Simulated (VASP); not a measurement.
Input of a VASP 6.6.1 run:

Contents of INCAR:

```
SYSTEM = C
  ALGO = Normal
  EDIFF = 1E-6
  ENCUT = 520
  GGA = PE
  ISIF = 2
  ISMEAR = 0
  IVDW = 12
  LASPH = .True.
  LCHARG = .True.
  LELF = .True.
  LREAL = .False.
  LVHAR = .True.
  LWAVE = .False.
  NBANDS = 11
  NELM = 60
  PREC = Accurate
  SIGMA = 0.03
```

Contents of KPOINTS:

```
k-points
0
Gamma
  16 16 16
  0 0 0
```

POSCAR

```
C
1.0
    0.0000000000      2.0905313474      3.3285103516
    1.2076129663      0.0000000000      3.3285103516
    1.2076129663      2.0905313474      0.0000000000
C
2
Direct
    0.1403389013      0.8596610987      0.1403389013
    0.8596610987      0.1403389013      0.8596610987
```

Potentials or basis: VASP PAW PBE potentials, release 64 (C).

Run with:

```bash
$ cat potpaw_PBE.64/C/POTCAR > POTCAR
$ mpirun -np 1 vasp_std > vasp.out
```

Predict the largest force.

18.132 eV/Å.

What does it give for the band gap on the k mesh?

Zero (band 4 reaches 5.76 eV, above the bottom of band 5 at 3.64 eV).

What does it give for the dispersion energy per atom?

-0.157 eV.

What does it give for the pressure?

52.7 GPa.

Stress tensor (GPa, compression positive):
```
 21.10   0.00   0.00
  0.00 137.46   0.00
  0.00   0.00  -0.59
```

Caveat: pairwise dispersion overbinds metals, which lowers pressure and volume; forces of over 1 eV/Å act on the atoms, so gaps and moduli don't describe the material at rest.
